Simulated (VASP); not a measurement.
# YB3 (Pm-3m) in VASP: further runs

YB3 is run at these levels: PBE; tasks: single point, relaxation of cell and atoms.

Program: VASP 6.6.1. These are calculated values, not measurements. Logs are shortened: lines on timing, memory, paths and dates and some standing lists are left out, and cuts for length are marked.

### 1 The cell of the first run

The structure is cubic, space group Pm-3m (No. 221). Conventional cell: a = 3.436 Å, b = 3.436 Å, c = 3.436 Å, α = 90.00°, β = 90.00°, γ = 90.00°. Within 3.2 Å of Y (site symmetry m-3m) lie 12 B at 2.43 Å. B (site symmetry 4/mmm) has 4 Y at 2.43 Å and 8 B at 2.43 Å within 3.2 Å.

The cell was built from a structure type or drawn by symmetry, and may not be a known phase.

### 2 Single point, PBE

Contents of INCAR:

```
  PREC = Accurate
  ENCUT = 520
  EDIFF = 1E-6
  ISMEAR = 0
  SIGMA = 0.1
  LREAL = False
  LASPH = True
  NELM = 80
  ALGO = Normal
  ISIF = 2
  LWAVE = False
  LCHARG = True
  GGA = PE
  LELF = True
  LVHAR = True
  NBANDS = 18
```

Contents of KPOINTS:

```
regular mesh
0
Gamma
  6 6 6
```

Contents of POSCAR:

```
YB3
1.0
    3.4355864600      0.0000000000      0.0000000000
    0.0000000000      3.4355864600      0.0000000000
    0.0000000000      0.0000000000      3.4355864600
Y B
1 3
Direct
    0.0000000000      0.0000000000      0.0000000000
    0.0000000000      0.5000000000      0.5000000000
    0.5000000000      0.0000000000      0.5000000000
    0.5000000000      0.5000000000      0.0000000000
```

Potentials or basis: VASP PAW PBE potentials, release 64 (Y_sv, B).

Command:

```sh
$ cat potpaw_PBE.64/Y_sv/POTCAR potpaw_PBE.64/B/POTCAR > POTCAR
$ mpirun -np 1 vasp_std > vasp.out
```

OUTCAR:

```text
PREC = Accurate
   ENCUT = 520
   EDIFF = 1E-6
   ISMEAR = 0
   LREAL = False
   LASPH = True
   NELM = 80
   ISIF = 2
   GGA = PE

 ion  position               nearest neighbor table
   1  0.000  0.000  0.000-   2 2.43   3 2.43   4 2.43   2 2.43   3 2.43   2 2.43   4 2.43   2 2.43
                             3 2.43   4 2.43   3 2.43   4 2.43
   2  0.000  0.500  0.500-   1 2.43   1 2.43   1 2.43   1 2.43
   3  0.500  0.000  0.500-   1 2.43   1 2.43   1 2.43   1 2.43
   4  0.500  0.500  0.000-   1 2.43   1 2.43   1 2.43   1 2.43

  LATTYP: Found a simple cubic cell.
 ALAT       =     3.4355864600

  Lattice vectors:

 A1 = (   3.4355864600,   0.0000000000,   0.0000000000)
 A2 = (   0.0000000000,   3.4355864600,   0.0000000000)
 A3 = (   0.0000000000,   0.0000000000,   3.4355864600)

Analysis of symmetry for initial positions (statically):
=====================================================================
 Subroutine PRICEL returns:
 Original cell was already a primitive cell.

 Routine SETGRP: Setting up the symmetry group for a
 simple cubic supercell.

 Subroutine GETGRP returns: Found 48 space group operations
 (whereof 48 operations were pure point group operations)
 out of a pool of 48 trial point group operations.

The static configuration has the point symmetry O_h .

Analysis of symmetry for dynamics (positions and initial velocities):
=====================================================================
 Subroutine PRICEL returns:
 Original cell was already a primitive cell.

 Routine SETGRP: Setting up the symmetry group for a
 simple cubic supercell.

 Subroutine GETGRP returns: Found 48 space group operations
 (whereof 48 operations were pure point group operations)
 out of a pool of 48 trial point group operations.

The dynamic configuration has the point symmetry O_h .

 Subroutine INISYM returns: Found 48 space group operations
 (whereof 48 operations are pure point group operations),
 and found     1 'primitive' translations

----------------------------------------------------------------------------------------

                                     Primitive cell

  volume of cell :      40.5511

  direct lattice vectors                    reciprocal lattice vectors
     3.435586460  0.000000000  0.000000000     0.291071120  0.000000000  0.000000000
[... 84 lines left out ...]
   NELM   =     80;   NELMIN=  2; NELMDL= -5     # of ELM steps
   EDIFF  = 0.1E-05   stopping-criterion for ELM
   LREAL  =      F    real-space projection
   EDIFFG = 0.1E-04   stopping-criterion for IOM
   NSW    =      0    number of steps for IOM
   IBRION =     -1    ionic relax: 0-MD 1-quasi-New 2-CG
   NFREE  =      0    steps in history (QN), initial steepest desc. (CG)
   ISIF   =      2    stress and relaxation
   ISYM   =      2    0-nonsym 1-usesym 2-fastsym
   POTIM  = 0.5000    time-step for ionic-motion
   TEBEG  =    0.0;   TEEND  =   0.0 temperature during run
   PSTRESS=    0.0 pullay stress
   NELECT =      20.0000    total number of electrons
   NUPDOWN=      -1.0000    fix difference up-down
   EMIN   =  10.00;   EMAX   =-10.00  energy-range for DOS
   EFERMI =   0.00;   METHOD = LEGACY
   ISMEAR =     0;   SIGMA  =   0.10  broadening in eV -4-tet -1-fermi 0-gaus
   EFERMI_NEDOS =   21; number of points for ismear=-14 and -15
   IALGO  =     38    algorithm
   IMIX   =      4    mixing-type and parameters
     AMIX     =   0.40;   BMIX     =  1.00
     AMIX_MAG =   1.60;   BMIX_MAG =  1.00
  volume/ion in A,a.u.               =      10.14        68.41
  Fermi-wavevector in a.u.,A,eV,Ry     =   1.293453  2.444272 22.762824  1.673020
  Thomas-Fermi vector in A             =   2.425097
   LORBIT       =      0    0 simple, 1 ext, 2 COOP (PROOUT), +10 PAW based schemes
   GGA     = PE    functional components
   LHFCALC =     F    Hartree Fock is set to
   AEXX    =    0.0000 exact exchange contribution
   IVDW    =     0    specifies the selected vdW correction
   LEPSILON=     F    determine dielectric tensor
   LRPA    =     F    only Hartree local field effects (RPA)
 non-spin polarized calculation
 Gauss-broadening in eV      SIGMA  =   0.10
  energy-cutoff  :      520.00
  volume of cell :       40.55
 maximum number of plane-waves:      1108
 NGX is ok and might be reduce to    28
   NGX = 13   NGY = 13   NGZ = 13

 number of electron      20.0000000 magnetization

 Free energy of the ion-electron system (eV)
  ---------------------------------------------------
  ext. energy  EPLUGINS =         0.00000000
  ---------------------------------------------------
  free energy    TOTEN  =       -22.29706318 eV

  energy without entropy =      -22.29132180  energy(sigma->0) =      -22.29419249

 E-fermi :   6.0340     XC(G=0): -12.0478

 val. band max:        5.9704274749   @ k =   0.5000   0.3333   0.1667
 cond. band min:       6.1177616205   @ k =   0.1667   0.1667   0.0000
 fundamental gap:      0.1473341456
 Fermi energy:         6.0340400492

 k-point     1 :       0.0000    0.0000    0.0000
  band No.  band energies     occupation
      1     -33.8080      2.00000
      2     -14.0558      2.00000
      3     -14.0558      2.00000
      4     -14.0558      2.00000
      5      -5.6682      2.00000
      6       2.2510      2.00000
[... 397 lines left out ...]
      5      -0.5015      2.00000
      6      -0.5015      2.00000
[... 10 lines left out ...]
     17      14.5434      0.00000
     18      14.5434      0.00000

------------------------ aborting loop because EDIFF is reached ----------------------------------------

  FORCE on cell =-STRESS in cart. coord.  units (eV):
  Direction    XX          YY          ZZ          XY          YZ          ZX
  --------------------------------------------------------------------------------------
  -------------------------------------------------------------------------------------
  Total        5.4952812      5.4952812      5.4952812     -0.0000000     -0.0000000      0.0000000
  in kB      217.1190118    217.1190118    217.1190118     -0.0000000     -0.0000000      0.0000000
  external PRESSURE =     217.1190118 kB  Pullay stress =       0.0000000 kB

 VOLUME and BASIS-vectors are now :
 -----------------------------------------------------------------------------
  energy-cutoff  :      520.00
  volume of cell :       40.55
      direct lattice vectors                 reciprocal lattice vectors
     3.435586460  0.000000000  0.000000000     0.291071120  0.000000000  0.000000000
     0.000000000  3.435586460  0.000000000     0.000000000  0.291071120  0.000000000
     0.000000000  0.000000000  3.435586460     0.000000000  0.000000000  0.291071120

 POSITION                                       TOTAL-FORCE (eV/Angst)
 -----------------------------------------------------------------------------------
      0.00000      0.00000      0.00000         0.000000      0.000000      0.000000
      0.00000      1.71779      1.71779         0.000000      0.000000      0.000000
      1.71779      0.00000      1.71779         0.000000      0.000000      0.000000
      1.71779      1.71779      0.00000         0.000000      0.000000      0.000000
 -----------------------------------------------------------------------------------
    total drift:                                0.000000     -0.000000     -0.000000

  FREE ENERGIE OF THE ION-ELECTRON SYSTEM (eV)
  ---------------------------------------------------
  free  energy   TOTEN  =       -22.2970631832 eV

  energy  without entropy=      -22.2913218021  energy(sigma->0) =      -22.29419249
```

stdout:

```text
POSCAR found type information on POSCAR Y B
 POSCAR found :  2 types and       4 ions
 scaLAPACK will be used
 LDA part: xc-table for (Slater+PW92), standard interpolation
 POSCAR, INCAR and KPOINTS ok, starting setup
 FFT: planning ... GRIDC
 FFT: planning ... GRID_SOFT
 FFT: planning ... GRID
 WAVECAR not read
 entering main loop
```

Run time: 12 s. Hardware: 1 thread of AMD EPYC 9R45 (Zen 5), shared host; peak memory 0.14 GiB.

What came out:

| Property | Result |
| --- | --- |
| Free energy | -22.2971 eV |
| Pressure | 21.7 GPa |
| Band gap on the k mesh | zero (bands 10 and 11 overlap by 2.20 eV) |

Caveat: the cell stands under pressure.

### 3 Single point, PBE

This run uses another cell than the first one, of 11.66 Å³/atom.

Contents of INCAR:

```
SYSTEM = YB3
PREC = Accurate ; ENCUT = 520
EDIFF = 1E-6 ; ISMEAR = 0
SIGMA = 0.1 ; LREAL = .FALSE.
LASPH = .TRUE. ; NELM = 60
ALGO = Normal ; ISIF = 2
LWAVE = .FALSE. ; LCHARG = .FALSE.
GGA = PE ; NBANDS = 18
```

Contents of KPOINTS:

```
Automatic mesh
0
G
  6 6 6
  0 0 0
```

Contents of POSCAR:

```
YB3
1.0
    3.5994868122      0.0000000000      0.0000000000
    0.0000000000      3.5994868122      0.0000000000
    0.0000000000      0.0000000000      3.5994868122
Y B
1 3
Direct
    0.0000000000      0.0000000000      0.0000000000
    0.0000000000      0.5000000000      0.5000000000
    0.5000000000      0.0000000000      0.5000000000
    0.5000000000      0.5000000000      0.0000000000
```

Potentials or basis: VASP PAW PBE potentials, release 64 (Y_sv, B).

Command:

```sh
$ cat potpaw_PBE.64/Y_sv/POTCAR potpaw_PBE.64/B/POTCAR > POTCAR
$ mpirun -np 1 vasp_std > vasp.out
```

OUTCAR:

```text
SYSTEM = YB3
   PREC = Accurate
   ENCUT = 520
   EDIFF = 1E-6
   ISMEAR = 0
   LREAL = .FALSE.
   LASPH = .TRUE.
   NELM = 60
   ISIF = 2
   GGA = PE

 ion  position               nearest neighbor table
   1  0.000  0.000  0.000-   2 2.55   3 2.55   4 2.55   2 2.55   3 2.55   2 2.55   4 2.55   2 2.55
                             3 2.55   4 2.55   3 2.55   4 2.55
   2  0.000  0.500  0.500-   1 2.55   1 2.55   1 2.55   1 2.55
   3  0.500  0.000  0.500-   1 2.55   1 2.55   1 2.55   1 2.55
   4  0.500  0.500  0.000-   1 2.55   1 2.55   1 2.55   1 2.55

  LATTYP: Found a simple cubic cell.
 ALAT       =     3.5994868122

  Lattice vectors:

 A1 = (   3.5994868122,   0.0000000000,   0.0000000000)
 A2 = (   0.0000000000,   3.5994868122,   0.0000000000)
 A3 = (   0.0000000000,   0.0000000000,   3.5994868122)

Analysis of symmetry for initial positions (statically):
=====================================================================
 Subroutine PRICEL returns:
 Original cell was already a primitive cell.

 Routine SETGRP: Setting up the symmetry group for a
 simple cubic supercell.

 Subroutine GETGRP returns: Found 48 space group operations
 (whereof 48 operations were pure point group operations)
 out of a pool of 48 trial point group operations.

The static configuration has the point symmetry O_h .

Analysis of symmetry for dynamics (positions and initial velocities):
=====================================================================
 Subroutine PRICEL returns:
 Original cell was already a primitive cell.

 Routine SETGRP: Setting up the symmetry group for a
 simple cubic supercell.

 Subroutine GETGRP returns: Found 48 space group operations
 (whereof 48 operations were pure point group operations)
 out of a pool of 48 trial point group operations.

The dynamic configuration has the point symmetry O_h .

 Subroutine INISYM returns: Found 48 space group operations
 (whereof 48 operations are pure point group operations),
 and found     1 'primitive' translations

[... 114 lines left out ...]
  volume/ion in A,a.u.               =      11.66        78.68
  Fermi-wavevector in a.u.,A,eV,Ry     =   1.234556  2.332973 20.737038  1.524129
  Thomas-Fermi vector in A             =   2.369242
   LORBIT       =      0    0 simple, 1 ext, 2 COOP (PROOUT), +10 PAW based schemes
   GGA     = PE    functional components
   LHFCALC =     F    Hartree Fock is set to
   AEXX    =    0.0000 exact exchange contribution
   IVDW    =     0    specifies the selected vdW correction
   LEPSILON=     F    determine dielectric tensor
   LRPA    =     F    only Hartree local field effects (RPA)
 non-spin polarized calculation
 Gauss-broadening in eV      SIGMA  =   0.10
  energy-cutoff  :      520.00
  volume of cell :       46.64
 maximum number of plane-waves:      1328
 NGX is ok and might be reduce to    28
   NGX = 13   NGY = 13   NGZ = 13

 number of electron      20.0000000 magnetization

 Free energy of the ion-electron system (eV)
  ---------------------------------------------------
  ext. energy  EPLUGINS =         0.00000000
  ---------------------------------------------------
  free energy    TOTEN  =       -22.64414980 eV

  energy without entropy =      -22.63458945  energy(sigma->0) =      -22.63936963

 E-fermi :   4.9111     XC(G=0): -11.4305

 val. band max:        4.8724239432   @ k =   0.3333   0.1667   0.0000
 cond. band min:       4.9824892156   @ k =   0.5000   0.3333   0.1667
 fundamental gap:      0.1100652724
 Fermi energy:         4.9110970956

 k-point     1 :       0.0000    0.0000    0.0000
  band No.  band energies     occupation
      1     -35.3360      2.00000
      2     -15.4973      2.00000
      3     -15.4973      2.00000
      4     -15.4973      2.00000
      5      -6.0086      2.00000
      6       1.3595      2.00000
[... 397 lines left out ...]
      5      -1.1805      2.00000
      6      -1.1805      2.00000
[... 10 lines left out ...]
     17      12.5147      0.00000
     18      12.5147      0.00000

------------------------ aborting loop because EDIFF is reached ----------------------------------------

  FORCE on cell =-STRESS in cart. coord.  units (eV):
  Direction    XX          YY          ZZ          XY          YZ          ZX
  --------------------------------------------------------------------------------------
  -------------------------------------------------------------------------------------
  Total       -0.1283113     -0.1283113     -0.1283113     -0.0000000      0.0000000     -0.0000000
  in kB       -4.4081241     -4.4081241     -4.4081241     -0.0000000      0.0000000     -0.0000000
  external PRESSURE =      -4.4081241 kB  Pullay stress =       0.0000000 kB

 VOLUME and BASIS-vectors are now :
 -----------------------------------------------------------------------------
  energy-cutoff  :      520.00
  volume of cell :       46.64
      direct lattice vectors                 reciprocal lattice vectors
     3.599486812  0.000000000  0.000000000     0.277817381  0.000000000  0.000000000
     0.000000000  3.599486812  0.000000000     0.000000000  0.277817381  0.000000000
     0.000000000  0.000000000  3.599486812     0.000000000  0.000000000  0.277817381

 POSITION                                       TOTAL-FORCE (eV/Angst)
 -----------------------------------------------------------------------------------
      0.00000      0.00000      0.00000         0.000000      0.000000      0.000000
      0.00000      1.79974      1.79974         0.000000      0.000000      0.000000
      1.79974      0.00000      1.79974         0.000000      0.000000      0.000000
      1.79974      1.79974      0.00000         0.000000      0.000000      0.000000
 -----------------------------------------------------------------------------------
    total drift:                               -0.000000     -0.000000     -0.000000

  FREE ENERGIE OF THE ION-ELECTRON SYSTEM (eV)
  ---------------------------------------------------
  free  energy   TOTEN  =       -22.6441497992 eV

  energy  without entropy=      -22.6345894533  energy(sigma->0) =      -22.63936963
```

stdout:

```text
POSCAR found type information on POSCAR Y B
 POSCAR found :  2 types and       4 ions
 scaLAPACK will be used
 LDA part: xc-table for (Slater+PW92), standard interpolation
 POSCAR, INCAR and KPOINTS ok, starting setup
 FFT: planning ... GRIDC
 FFT: planning ... GRID_SOFT
 FFT: planning ... GRID
 WAVECAR not read
 entering main loop
```

Wall time 12 s (1 thread of AMD EPYC 9R45 (Zen 5), shared host); peak memory 0.14 GiB.

What came out:

* Free energy: -22.6441 eV
* Pressure: -0.4 GPa
* Band gap on the k mesh: zero (bands 10 and 11 overlap by 2.20 eV)

(Continued in part 2 of 2.)
